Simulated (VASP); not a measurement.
# Ca (Fm-3m) in VASP: further runs

The runs below take Ca through single point, relaxation of cell and atoms, with PBE.

All numbers are computed with VASP 6.6.1; they aren't measurements. Logs are shortened: lines on timing, memory, paths and dates and some standing lists are left out, and cuts for length are marked.

### Step 1. The cell of the first run

It takes space group Fm-3m (No. 225, cubic). Conventional cell: a = 5.525 Å, b = 5.525 Å, c = 5.525 Å, α = 90.00°, β = 90.00°, γ = 90.00°. Within 5.1 Å of Ca (site symmetry m-3m) lie 12 Ca at 3.91 Å.

### Step 2. Single point, PBE

Input file INCAR:

```
PREC     = Accurate       # precision mode
ENCUT    = 520            # plane-wave cutoff, eV
EDIFF    = 1E-7           # SCF threshold, eV
ISMEAR   = 0              # smearing method
SIGMA    = 0.1            # smearing width, eV
LREAL    = False          # projectors in reciprocal space
LASPH    = True           # aspherical terms in the spheres
NELM     = 60             # most SCF steps
ALGO     = Fast           # electronic algorithm
ISIF     = 2              # what is computed and relaxed
LWAVE    = False          # write WAVECAR
LCHARG   = True           # write CHGCAR
GGA      = PE             # functional
LELF     = True           # ELF
LVHAR    = True         
NBANDS   = 11             # bands
```

Input file KPOINTS:

```
Automatic mesh
0
Gamma
  14 14 14
```

Input file POSCAR:

```
Ca
1.0
    0.0000000000      2.7626379529      2.7626379529
    2.7626379529      0.0000000000      2.7626379529
    2.7626379529      2.7626379529      0.0000000000
Ca
1
Direct
    0.0000000000      0.0000000000      0.0000000000
```

Potentials or basis: VASP PAW PBE potentials, release 64 (Ca_sv).

The run is started by

```console
$ cat potpaw_PBE.64/Ca_sv/POTCAR > POTCAR
$ mpirun -np 1 vasp_std > vasp.out
```

OUTCAR:

```text
PREC = Accurate
   ENCUT = 520
   EDIFF = 1E-7
   ISMEAR = 0
   LREAL = False
   LASPH = True
   NELM = 60
   ISIF = 2
   GGA = PE

 ion  position               nearest neighbor table
   1  0.000  0.000  0.000-

  LATTYP: Found a face centered cubic cell.
 ALAT       =     5.5252759058

  Lattice vectors:

 A1 = (   0.0000000000,   2.7626379529,   2.7626379529)
 A2 = (   2.7626379529,   0.0000000000,   2.7626379529)
 A3 = (   2.7626379529,   2.7626379529,   0.0000000000)

Analysis of symmetry for initial positions (statically):
=====================================================================
 Subroutine PRICEL returns:
 Original cell was already a primitive cell.

 Routine SETGRP: Setting up the symmetry group for a
 face centered cubic supercell.

 Subroutine GETGRP returns: Found 48 space group operations
 (whereof 48 operations were pure point group operations)
 out of a pool of 48 trial point group operations.

The static configuration has the point symmetry O_h .

Analysis of symmetry for dynamics (positions and initial velocities):
=====================================================================
 Subroutine PRICEL returns:
 Original cell was already a primitive cell.

 Routine SETGRP: Setting up the symmetry group for a
 face centered cubic supercell.

 Subroutine GETGRP returns: Found 48 space group operations
 (whereof 48 operations were pure point group operations)
 out of a pool of 48 trial point group operations.

The dynamic configuration has the point symmetry O_h .

 Subroutine INISYM returns: Found 48 space group operations
 (whereof 48 operations are pure point group operations),
 and found     1 'primitive' translations

----------------------------------------------------------------------------------------

                                     Primitive cell

  volume of cell :      42.1698

  direct lattice vectors                    reciprocal lattice vectors
     0.000000000  2.762637953  2.762637953    -0.180986437  0.180986437  0.180986437
     2.762637953  0.000000000  2.762637953     0.180986437 -0.180986437  0.180986437
     2.762637953  2.762637953  0.000000000     0.180986437  0.180986437 -0.180986437

  length of vectors
     3.906960061  3.906960061  3.906960061     0.313477704  0.313477704  0.313477704

  position of ions in fractional coordinates (direct lattice)
     0.000000000  0.000000000  0.000000000

  ion indices of the primitive-cell ions
   primitive index   ion index
                 1           1

----------------------------------------------------------------------------------------

 KPOINTS: Automatic mesh

Automatic generation of k-mesh.
 Grid dimensions read from file:
 generate k-points for:   14   14   14

 Generating k-lattice:

  Cartesian coordinates                     Fractional coordinates (reciprocal lattice)
    -0.012927603  0.012927603  0.012927603     0.071428571  0.000000000  0.000000000
     0.012927603 -0.012927603  0.012927603     0.000000000  0.071428571  0.000000000
     0.012927603  0.012927603 -0.012927603     0.000000000  0.000000000  0.071428571

  Length of vectors
     0.022391265  0.022391265  0.022391265

  Shift w.r.t. Gamma in fractional coordinates (k-lattice)
     0.000000000  0.000000000  0.000000000

 Subroutine IBZKPT returns following result:
 ===========================================

 Found    104 irreducible k-points:

 Following reciprocal coordinates:
            Coordinates               Weight
  0.000000  0.000000  0.000000      1.000000
  0.071429  0.000000  0.000000      8.000000
  0.142857  0.000000  0.000000      8.000000
  0.214286  0.000000  0.000000      8.000000
  0.285714  0.000000  0.000000      8.000000
  0.357143  0.000000  0.000000      8.000000
[... 16 lines left out ...]
  0.214286  0.142857  0.000000     24.000000
  0.285714  0.142857  0.000000     24.000000
 [... further k-points ...]
   k-points           NKPTS =    104   k-points in BZ     NKDIM =    104   number of bands    NBANDS=     11
   number of dos      NEDOS =    301   number of ions     NIONS =      1
   total plane-waves  NPLWV =  27000
   dimension x,y,z NGX =    30 NGY =   30 NGZ =   30
   dimension x,y,z NGXF=    60 NGYF=   60 NGZF=   60
   ions per type =               1
   NGX,Y,Z   is equivalent  to a cutoff of  12.77, 12.77, 12.77 a.u.
   NGXF,Y,Z  is equivalent  to a cutoff of  25.53, 25.53, 25.53 a.u.
 SYSTEM =  unknown system
   PREC   = accura    normal or accurate (medium, high low for compatibility)
   ISTART =      0    job   : 0-new  1-cont  2-samecut
   ICHARG =      2    charge: 1-file 2-atom 10-const
   ISPIN  =      1    spin polarized calculation?
   LNONCOLLINEAR =      F non collinear calculations
   LSORBIT =      F    spin-orbit coupling
   LASPH  =      T    aspherical Exc in radial PAW
   ENCUT  =  520.0 eV  38.22 Ry    6.18 a.u.   7.26  7.26  7.26*2*pi/ulx,y,z
   NELM   =     60;   NELMIN=  2; NELMDL= -5     # of ELM steps
   EDIFF  = 0.1E-06   stopping-criterion for ELM
   LREAL  =      F    real-space projection
   EDIFFG = 0.1E-05   stopping-criterion for IOM
   NSW    =      0    number of steps for IOM
   IBRION =     -1    ionic relax: 0-MD 1-quasi-New 2-CG
   NFREE  =      0    steps in history (QN), initial steepest desc. (CG)
   ISIF   =      2    stress and relaxation
   ISYM   =      2    0-nonsym 1-usesym 2-fastsym
   POTIM  = 0.5000    time-step for ionic-motion
   TEBEG  =    0.0;   TEEND  =   0.0 temperature during run
   PSTRESS=    0.0 pullay stress
   NELECT =      10.0000    total number of electrons
   NUPDOWN=      -1.0000    fix difference up-down
   EMIN   =  10.00;   EMAX   =-10.00  energy-range for DOS
   EFERMI =   0.00;   METHOD = LEGACY
   ISMEAR =     0;   SIGMA  =   0.10  broadening in eV -4-tet -1-fermi 0-gaus
   EFERMI_NEDOS =   21; number of points for ismear=-14 and -15
   IALGO  =     68    algorithm
   IMIX   =      4    mixing-type and parameters
     AMIX     =   0.40;   BMIX     =  1.00
     AMIX_MAG =   1.60;   BMIX_MAG =  1.00
  volume/ion in A,a.u.               =      42.17       284.58
  Fermi-wavevector in a.u.,A,eV,Ry     =   1.013307  1.914872 13.970329  1.026790
  Thomas-Fermi vector in A             =   2.146468
   LORBIT       =      0    0 simple, 1 ext, 2 COOP (PROOUT), +10 PAW based schemes
   GGA     = PE    functional components
   LHFCALC =     F    Hartree Fock is set to
   AEXX    =    0.0000 exact exchange contribution
   IVDW    =     0    specifies the selected vdW correction
   LEPSILON=     F    determine dielectric tensor
   LRPA    =     F    only Hartree local field effects (RPA)
 non-spin polarized calculation
 RMM-DIIS sequential band-by-band and
 Gauss-broadening in eV      SIGMA  =   0.10
  energy-cutoff  :      520.00
  volume of cell :       42.17
 maximum number of plane-waves:      1158
 NGX is ok and might be reduce to    30
   NGX = 15   NGY = 15   NGZ = 15

 number of electron      10.0000001 magnetization

 Free energy of the ion-electron system (eV)
  ---------------------------------------------------
  ext. energy  EPLUGINS =         0.00000000
  ---------------------------------------------------
  free energy    TOTEN  =        -1.93326929 eV

  energy without entropy =       -1.92625565  energy(sigma->0) =       -1.92976247

 E-fermi :   1.9556     XC(G=0):  -7.7381

 val. band max:        1.9417587861   @ k =  -0.4286   0.2143   0.0714
 cond. band min:       1.9852513644   @ k =  -0.3571   0.3571   0.0000
 fundamental gap:      0.0434925783
 Fermi energy:         1.9556181973

 k-point     1 :       0.0000    0.0000    0.0000
  band No.  band energies     occupation
      1     -40.0545      2.00000
      2     -20.9713      2.00000
      3     -20.9713      2.00000
      4     -20.9713      2.00000
      5      -2.0643      2.00000
      6       4.3001      0.00000
      7       4.3001      0.00000
      8       4.3001      0.00000
      9       5.3706      0.00000
     10       5.3706      0.00000
     11      11.0840      0.00000

 k-point     2 :       0.0714    0.0000    0.0000
  band No.  band energies     occupation
      1     -40.0538      2.00000
      2     -20.9783      2.00000
      3     -20.9723      2.00000
      4     -20.9723      2.00000
      5      -1.9769      2.00000
      6       4.2051      0.00000
      7       4.3338      0.00000
      8       4.3338      0.00000
      9       5.3410      0.00000
     10       5.3410      0.00000
     11      11.1914      0.00000

 k-point     3 :       0.1429    0.0000    0.0000
  band No.  band energies     occupation
      1     -40.0520      2.00000
      2     -20.9978      2.00000
      3     -20.9750      2.00000
      4     -20.9750      2.00000
      5      -1.7188      2.00000
      6       3.9483      0.00000
      7       4.4105      0.00000
      8       4.4105      0.00000
      9       5.2875      0.00000
     10       5.2875      0.00000
     11      11.0244      0.00000

 k-point     4 :       0.2143    0.0000    0.0000
  band No.  band energies     occupation
      1     -40.0492      2.00000
      2     -21.0257      2.00000
      3     -20.9788      2.00000
      4     -20.9788      2.00000
      5      -1.3036      2.00000
      6       3.5864      0.00000
      7       4.4514      0.00000
      8       4.4514      0.00000
      9       5.3114      0.00000
     10       5.3114      0.00000
     11       9.9077      0.00000
[... 239 lines left out ...]
 k-point    22 :       0.1429    0.1429    0.0000
  band No.  band energies     occupation
      1     -40.0511      2.00000
      2     -20.9970      2.00000
      3     -20.9809      2.00000
      4     -20.9809      2.00000
      5      -1.6051      2.00000
      6       3.8674      0.00000
      7       4.4863      0.00000
      8       4.4863      0.00000
      9       4.9242      0.00000
     10       5.4889      0.00000
     11      11.6255      0.00000

 k-point    23 :       0.2143    0.1429    0.0000
  band No.  band energies     occupation
      1     -40.0491      2.00000
      2     -21.0151      2.00000
      3     -20.9857      2.00000
      4     -20.9846      2.00000
      5      -1.3007      2.00000
      6       3.6369      0.00000
      7       4.4943      0.00000
      8       4.5783      0.00000
      9       4.8282      0.00000
     10       5.5497      0.00000
     11      10.8820      0.00000

 k-point    24 :       0.2857    0.1429    0.0000
  band No.  band energies     occupation
      1     -40.0464      2.00000
      2     -21.0403      2.00000
      3     -20.9905      2.00000
      4     -20.9890      2.00000
      5      -0.8493      2.00000
      6       3.3381      0.00000
      7       4.2683      0.00000
      8       4.6129      0.00000
      9       5.0463      0.00000
     10       5.6708      0.00000
     11       9.6792      0.00000

 [... further k-points ...]

------------------------ aborting loop because EDIFF is reached ----------------------------------------

  FORCE on cell =-STRESS in cart. coord.  units (eV):
  Direction    XX          YY          ZZ          XY          YZ          ZX
  --------------------------------------------------------------------------------------
  -------------------------------------------------------------------------------------
  Total        0.0047324      0.0047324      0.0047324      0.0000000     -0.0000000      0.0000000
  in kB        0.1798018      0.1798018      0.1798018      0.0000000     -0.0000000      0.0000000
  external PRESSURE =       0.1798018 kB  Pullay stress =       0.0000000 kB

 VOLUME and BASIS-vectors are now :
 -----------------------------------------------------------------------------
  energy-cutoff  :      520.00
  volume of cell :       42.17
      direct lattice vectors                 reciprocal lattice vectors
     0.000000000  2.762637953  2.762637953    -0.180986437  0.180986437  0.180986437
     2.762637953  0.000000000  2.762637953     0.180986437 -0.180986437  0.180986437
     2.762637953  2.762637953  0.000000000     0.180986437  0.180986437 -0.180986437

 POSITION                                       TOTAL-FORCE (eV/Angst)
 -----------------------------------------------------------------------------------
      0.00000      0.00000      0.00000        -0.000000      0.000000     -0.000000
 -----------------------------------------------------------------------------------
    total drift:                               -0.000000     -0.000000      0.000000

  FREE ENERGIE OF THE ION-ELECTRON SYSTEM (eV)
  ---------------------------------------------------
  free  energy   TOTEN  =        -1.9332692896 eV

  energy  without entropy=       -1.9262556502  energy(sigma->0) =       -1.92976247
```

Wall time 71 s (1 thread of Intel Xeon Platinum 8259CL at 2.50GHz (Skylake/Cascade Lake), shared host); peak memory 0.19 GiB.

What came out:

```yaml
Free_energy: -1.9333 eV
Pressure: 0.0 GPa
Band_gap_on_the_k_mesh: zero (band 5 reaches 2.11 eV, above the bottom of band 6 at 1.80 eV)
```

### Step 3. Relaxation of cell and atoms, PBE

This run uses another cell than the first one, of 43.36 Å³/atom, 1.028 times its volume.

Input file INCAR:

```
PREC = Accurate
ENCUT = 600
EDIFF = 1E-6
ISMEAR = 0
SIGMA = 0.1
LREAL = False
LASPH = True
NELM = 80
ALGO = Normal
ISIF = 3
LWAVE = False
LCHARG = False
GGA = PE
IBRION = 2
NSW = 100
EDIFFG = -0.005
```

Input file KPOINTS:

```
regular mesh
0
Gamma
  14 14 14
```

Input file POSCAR:

```
Ca
1.0
    0.0000000000      2.7884079385      2.7884079385
    2.7884079385      0.0000000000      2.7884079385
    2.7884079385      2.7884079385      0.0000000000
Ca
1
Direct
    0.0000000000      0.0000000000      0.0000000000
```

Potentials or basis: VASP PAW PBE potentials, release 64 (Ca_sv).

The run is started by

```console
$ cat potpaw_PBE.64/Ca_sv/POTCAR > POTCAR
$ mpirun -np 1 vasp_std > vasp.out
```

It took 90 s on 1 thread of Intel Xeon Platinum 8259CL at 2.50GHz (Skylake/Cascade Lake), shared host; peak memory 0.22 GiB.

The run converged. Its results:

```yaml
Free_energy: -1.9333 eV
Relaxed_volume: 42.27 Å³/atom
Relaxed_cell: a = 3.910 Å, b = 3.910 Å, c = 3.910 Å, α = 60.00°, β = 60.00°, γ = 60.00°
Space_group_after_relaxing_to_0.05_Å: Fm-3m (No. 225)
Energy_gained_by_relaxing: 1.5 meV/atom
Ionic_steps: 4
Pressure_after_relaxing: 0.0 GPa
Band_gap_on_the_k_mesh: zero (band 5 reaches 2.11 eV, above the bottom of band 6 at 1.79 eV)
```

Step by step:
| step | energy change (eV) | largest force (eV/Å) | pressure (GPa) | volume (Å³) |
| --- | --- | --- | --- | --- |
| 1 | 0.0000 | 0.0000 | -0.44 | 43.36 |
| 2 | -0.0013 | 0.0000 | -0.14 | 42.62 |
| 3 | -0.0015 | 0.0000 | 0.03 | 42.18 |
| 4 | -0.0015 | 0.0000 | 0.00 | 42.27 |

Final structure:
```
Ca
1.0
     0.00000    2.76473    2.76473
     2.76473    0.00000    2.76473
     2.76473    2.76473    0.00000
Ca
1
Direct
  0.00000 0.00000 0.00000
```

Levels at points of the mesh, in eV from the Fermi level:
```tsv
k point	band 1	band 2	band 3	band 4	band 5	band 6	band 7	band 8	band 9
(0.00, 0.00, 0.00)	-42.02	-22.93	-22.93	-22.93	-4.02	2.34	2.34	2.34	3.41
(0.50, 0.00, 0.00)	-42.00	-23.07	-22.95	-22.95	-0.98	-0.16	2.23	2.23	4.09
(0.50, 0.50, 0.00)	-42.00	-23.06	-22.98	-22.98	-0.45	0.58	0.97	4.09	4.28
```
